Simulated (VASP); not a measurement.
Wanted: the native input for a VASP 6.6.1 run.

```yaml
Task: relaxation of cell and atoms
Functional: PBE
Dispersion: D3(BJ)
Potentials_or_basis: VASP PAW PBE potentials, release 64 (Hf_pv)
Cutoff: 600 eV
k_mesh: 10 × 10 × 10
Occupations: fermi-dirac, width 0.05 eV
Spin: no spin polarisation
Dipole_correction: no
Further_INCAR_settings: ALGO = Normal; EDIFF = 1e-06; IBRION = 2; EDIFFG = -0.01; NSW = 60; ISIF = 3
```

The structure of Hf lies in POSCAR:

```
Hf
1.0
   -1.8050000000      1.8050000000      1.8050000000
    1.8050000000     -1.8050000000      1.8050000000
    1.8050000000      1.8050000000     -1.8050000000
Hf
1
Direct
    0.0000000000      0.0000000000      0.0000000000
```

These files were run (other wordings do the same):

INCAR

```
SYSTEM = Hf
PREC = Accurate
ENCUT = 600
EDIFF = 1E-6
ISMEAR = -1
SIGMA = 0.05
LREAL = .FALSE.
LASPH = .TRUE.
NELM = 80
ALGO = Normal
ISIF = 3
LWAVE = .FALSE.
LCHARG = .FALSE.
GGA = PE
IVDW = 12
IBRION = 2
NSW = 60
EDIFFG = -0.01
```

KPOINTS

```
regular mesh
0
G
  10 10 10
  0 0 0
```

Potentials or basis: VASP PAW PBE potentials, release 64 (Hf_pv).

Run with:

```bash
$ cat potpaw_PBE.64/Hf_pv/POTCAR > POTCAR
$ mpirun -np 1 vasp_std > vasp.out
```

It gave:

* Relaxed volume: 21.50 Å³/atom
* Relaxed cell: a = 3.034 Å, b = 3.034 Å, c = 3.034 Å, α = 109.47°, β = 109.47°, γ = 109.47°
* Space group after relaxing (to 0.05 Å): Im-3m (No. 229)
* Energy gained by relaxing: 55.6 meV/atom
* Ionic steps: 4
* Pressure after relaxing: 0.0 GPa
* Band gap on the k mesh: zero (band 5 reaches 6.41 eV, above the bottom of band 6 at 4.06 eV)
* Dispersion energy per atom: -0.469 eV

Caveat: spin-orbit coupling is left out, which moves the levels of the heavy elements; pairwise dispersion overbinds metals, which lowers pressure and volume.

Wall time 40 s on 1 thread of Intel Xeon 8259CL, on a shared host, peak memory 0.18 GiB.
